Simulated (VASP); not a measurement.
# TaNbO (I-4m2) in VASP: a series of runs

Runs on TaNbO. Level: PBE. Tasks: single point, relaxation of cell and atoms.

All numbers are computed with VASP 6.6.1; they aren't measurements. Logs are shortened: lines on timing, memory, paths and dates and some standing lists are left out, and cuts for length are marked.

### Step 1. The cell of the first run

Symmetry: I-4m2, No. 119, tetragonal system. Conventional cell: a = 5.232 Å, b = 5.232 Å, c = 3.893 Å, α = 90.00°, β = 90.00°, γ = 90.00°. Ta (site symmetry -4m2) has 2 O at 1.95 Å within 2.6 Å. Nb (site symmetry -4m2) has 4 Ta at 2.79 Å and 4 O at 2.79 Å within 3.7 Å. Within 2.6 Å of O (site symmetry -4m2) lie 2 Ta at 1.95 Å.

### Step 2. Single point, PBE

File INCAR:

```
SYSTEM = TaNbO
  ALGO = Normal
  EDIFF = 1E-6
  ENCUT = 520
  GGA = PE
  ISIF = 2
  ISMEAR = 0
  LASPH = .True.
  LCHARG = .False.
  LREAL = .False.
  LWAVE = .False.
  NBANDS = 22
  NELM = 80
  PREC = Accurate
  SIGMA = 0.1
```

File KPOINTS:

```
k-points
0
Gamma
  6 6 6
  0 0 0
```

File POSCAR:

```
TaNbO
1.0
   -2.6158458931      2.6158458931      1.9464112778
    2.6158458931     -2.6158458931      1.9464112778
    2.6158458931      2.6158458931     -1.9464112778
Ta Nb O
1 1 1
Direct
    0.7500000000      0.2500000000      0.5000000000
    0.5000000000      0.5000000000      0.0000000000
    0.2500000000      0.7500000000      0.5000000000
```

Potentials or basis: VASP PAW PBE potentials, release 64 (Ta_pv, Nb_sv, O).

The run is started by

```bash
$ cat potpaw_PBE.64/Ta_pv/POTCAR potpaw_PBE.64/Nb_sv/POTCAR potpaw_PBE.64/O/POTCAR > POTCAR
$ mpirun -np 1 vasp_std > vasp.out
```

OUTCAR:

```text
SYSTEM = TaNbO
   EDIFF = 1E-6
   ENCUT = 520
   GGA = PE
   ISIF = 2
   ISMEAR = 0
   LASPH = .True.
   LREAL = .False.
   NELM = 80
   PREC = Accurate

 ion  position               nearest neighbor table
   1  0.750  0.250  0.500-   3 1.95   3 1.95   2 2.79   2 2.79   2 2.79   2 2.79
   2  0.500  0.500  0.000-   1 2.79   1 2.79   1 2.79   1 2.79
   3  0.250  0.750  0.500-   1 1.95   1 1.95

  LATTYP: Found a body centered tetragonal cell.
 ALAT       =     5.2316917862
 C/A-ratio  =     0.7440848419

  Lattice vectors:

 A1 = (  -2.6158458931,   2.6158458931,   1.9464112778)
 A2 = (   2.6158458931,  -2.6158458931,   1.9464112778)
 A3 = (   2.6158458931,   2.6158458931,  -1.9464112778)

Analysis of symmetry for initial positions (statically):
=====================================================================
 Subroutine PRICEL returns:
 Original cell was already a primitive cell.

 Routine SETGRP: Setting up the symmetry group for a
 body centered tetragonal supercell.

 Subroutine GETGRP returns: Found  8 space group operations
 (whereof  8 operations were pure point group operations)
 out of a pool of 16 trial point group operations.

The static configuration has the point symmetry D_2d.

Analysis of symmetry for dynamics (positions and initial velocities):
=====================================================================
 Subroutine PRICEL returns:
 Original cell was already a primitive cell.

 Routine SETGRP: Setting up the symmetry group for a
 body centered tetragonal supercell.

 Subroutine GETGRP returns: Found  8 space group operations
 (whereof  8 operations were pure point group operations)
 out of a pool of 16 trial point group operations.

The dynamic configuration has the point symmetry D_2d.

 Subroutine INISYM returns: Found  8 space group operations
 (whereof  8 operations are pure point group operations),
 and found     1 'primitive' translations

----------------------------------------------------------------------------------------

                                     Primitive cell

  volume of cell :      53.2744

  direct lattice vectors                    reciprocal lattice vectors
[... 81 lines left out ...]
   ISTART =      0    job   : 0-new  1-cont  2-samecut
   ICHARG =      2    charge: 1-file 2-atom 10-const
   ISPIN  =      1    spin polarized calculation?
   LNONCOLLINEAR =      F non collinear calculations
   LSORBIT =      F    spin-orbit coupling
   LASPH  =      T    aspherical Exc in radial PAW
   ENCUT  =  520.0 eV  38.22 Ry    6.18 a.u.   7.77  7.77  7.77*2*pi/ulx,y,z
   NELM   =     80;   NELMIN=  2; NELMDL= -5     # of ELM steps
   EDIFF  = 0.1E-05   stopping-criterion for ELM
   LREAL  =      F    real-space projection
   EDIFFG = 0.1E-04   stopping-criterion for IOM
   NSW    =      0    number of steps for IOM
   IBRION =     -1    ionic relax: 0-MD 1-quasi-New 2-CG
   NFREE  =      0    steps in history (QN), initial steepest desc. (CG)
   ISIF   =      2    stress and relaxation
   ISYM   =      2    0-nonsym 1-usesym 2-fastsym
   POTIM  = 0.5000    time-step for ionic-motion
   TEBEG  =    0.0;   TEEND  =   0.0 temperature during run
   PSTRESS=    0.0 pullay stress
   NELECT =      30.0000    total number of electrons
   NUPDOWN=      -1.0000    fix difference up-down
   EMIN   =  10.00;   EMAX   =-10.00  energy-range for DOS
   EFERMI =   0.00;   METHOD = LEGACY
   ISMEAR =     0;   SIGMA  =   0.10  broadening in eV -4-tet -1-fermi 0-gaus
   EFERMI_NEDOS =   21; number of points for ismear=-14 and -15
   IALGO  =     38    algorithm
   IMIX   =      4    mixing-type and parameters
     AMIX     =   0.40;   BMIX     =  1.00
     AMIX_MAG =   1.60;   BMIX_MAG =  1.00
  volume/ion in A,a.u.               =      17.76       119.84
  Fermi-wavevector in a.u.,A,eV,Ry     =   1.351893  2.554707 24.866203  1.827614
  Thomas-Fermi vector in A             =   2.479277
   LORBIT       =      0    0 simple, 1 ext, 2 COOP (PROOUT), +10 PAW based schemes
   GGA     = PE    functional components
   LHFCALC =     F    Hartree Fock is set to
   AEXX    =    0.0000 exact exchange contribution
   IVDW    =     0    specifies the selected vdW correction
   LEPSILON=     F    determine dielectric tensor
   LRPA    =     F    only Hartree local field effects (RPA)
 non-spin polarized calculation
 Gauss-broadening in eV      SIGMA  =   0.10
  energy-cutoff  :      520.00
  volume of cell :       53.27
 maximum number of plane-waves:      1446
   NGX = 15   NGY = 15   NGZ = 15

 number of electron      29.9999998 magnetization

 Free energy of the ion-electron system (eV)
  ---------------------------------------------------
  ext. energy  EPLUGINS =         0.00000000
  ---------------------------------------------------
  free energy    TOTEN  =       -26.80750654 eV

  energy without entropy =      -26.78949443  energy(sigma->0) =      -26.79850049

 E-fermi :   6.3716     XC(G=0): -11.1953

 val. band max:        6.3697541162   @ k =  -0.1667   0.1667   0.1667
 cond. band min:       6.3957637280   @ k =   0.5000   0.3333  -0.0000
 fundamental gap:      0.0260096118
 Fermi energy:         6.3716311578

 k-point     1 :       0.0000    0.0000    0.0000
  band No.  band energies     occupation
      1     -48.7270      2.00000
      2     -28.5737      2.00000
      3     -28.1434      2.00000
      4     -28.1434      2.00000
      5     -24.7654      2.00000
      6     -24.7654      2.00000
[... 589 lines left out ...]
     21      10.0561      0.00000
     22      12.2436      0.00000

 [... further k-points ...]

------------------------ aborting loop because EDIFF is reached ----------------------------------------

  FORCE on cell =-STRESS in cart. coord.  units (eV):
  Direction    XX          YY          ZZ          XY          YZ          ZX
  --------------------------------------------------------------------------------------
  -------------------------------------------------------------------------------------
  Total       -0.0088897     -0.0088897      0.2447649      0.0000000      0.0000000      0.0000000
  in kB       -0.2673477     -0.2673477      7.3610668      0.0000000      0.0000000      0.0000000
  external PRESSURE =       2.2754571 kB  Pullay stress =       0.0000000 kB

 VOLUME and BASIS-vectors are now :
 -----------------------------------------------------------------------------
  energy-cutoff  :      520.00
  volume of cell :       53.27
      direct lattice vectors                 reciprocal lattice vectors
    -2.615845893  2.615845893  1.946411278     0.000000000  0.191142759  0.256883016
     2.615845893 -2.615845893  1.946411278     0.191142759  0.000000000  0.256883016
     2.615845893  2.615845893 -1.946411278     0.191142759  0.191142759  0.000000000

 POSITION                                       TOTAL-FORCE (eV/Angst)
 -----------------------------------------------------------------------------------
     -0.00000      2.61585      0.97321         0.000000     -0.000000     -0.000000
      0.00000      0.00000      1.94641        -0.000000      0.000000     -0.000000
      2.61585     -0.00000      0.97321        -0.000000     -0.000000      0.000000
 -----------------------------------------------------------------------------------
    total drift:                               -0.000000      0.000000     -0.000000

  FREE ENERGIE OF THE ION-ELECTRON SYSTEM (eV)
  ---------------------------------------------------
  free  energy   TOTEN  =       -26.8075065443 eV

  energy  without entropy=      -26.7894944335  energy(sigma->0) =      -26.79850049
```

OSZICAR:

```text
N       E                     dE             d eps       ncg     rms          rms(c)
DAV:   1     0.304589422921E+03    0.30459E+03   -0.16732E+04  1320   0.138E+03
DAV:   2    -0.787705902161E+01   -0.31247E+03   -0.30068E+03  1590   0.476E+02
DAV:   3    -0.281285002086E+02   -0.20251E+02   -0.19186E+02  2158   0.993E+01
DAV:   4    -0.293299824769E+02   -0.12015E+01   -0.11722E+01  1984   0.195E+01
DAV:   5    -0.293542616893E+02   -0.24279E-01   -0.24249E-01  1880   0.239E+00    0.212E+01
DAV:   6    -0.272717963851E+02    0.20825E+01   -0.18564E+01  1664   0.254E+01    0.108E+01
DAV:   7    -0.268587831340E+02    0.41301E+00   -0.22183E+00  1638   0.109E+01    0.675E+00
DAV:   8    -0.268461727043E+02    0.12610E-01   -0.39592E-01  1832   0.496E+00    0.281E+00
DAV:   9    -0.268078991433E+02    0.38274E-01   -0.11530E-01  1866   0.287E+00    0.385E-01
DAV:  10    -0.268073140500E+02    0.58509E-03   -0.88342E-03  1436   0.759E-01    0.197E-01
DAV:  11    -0.268075023262E+02   -0.18828E-03   -0.84413E-04  2212   0.242E-01    0.536E-02
DAV:  12    -0.268075045181E+02   -0.21919E-05   -0.65780E-05  1784   0.675E-02    0.189E-02
DAV:  13    -0.268075065208E+02   -0.20027E-05   -0.76096E-06  1532   0.247E-02    0.324E-03
DAV:  14    -0.268075065443E+02   -0.23531E-07   -0.57935E-07   912   0.860E-03
   1 F= -.26807507E+02 E0= -.26798500E+02  d E =-.180121E-01
```

stdout:

```text
POSCAR found type information on POSCAR TaNbO
 POSCAR found :  3 types and       3 ions
 scaLAPACK will be used
 LDA part: xc-table for (Slater+PW92), standard interpolation
 POSCAR, INCAR and KPOINTS ok, starting setup
 FFT: planning ... GRIDC
 FFT: planning ... GRID_SOFT
 FFT: planning ... GRID
 WAVECAR not read
 entering main loop
```

It took 27 s on 1 thread of Intel Xeon 6975P-C, shared host; peak memory 0.2 GiB.

What came out:

```yaml
Free_energy: -26.8075 eV
Pressure: 0.2 GPa
Band_gap_on_the_k_mesh: zero (band 15 reaches 7.24 eV, above the bottom of band 16 at 5.82 eV)
```

Stress tensor (GPa, compression positive):
```
-0.03  0.00  0.00
 0.00 -0.03  0.00
 0.00  0.00  0.74
```

Caveat: spin-orbit coupling is left out, which moves the levels of the heavy elements.

(Part 1 of 2 ends here.)
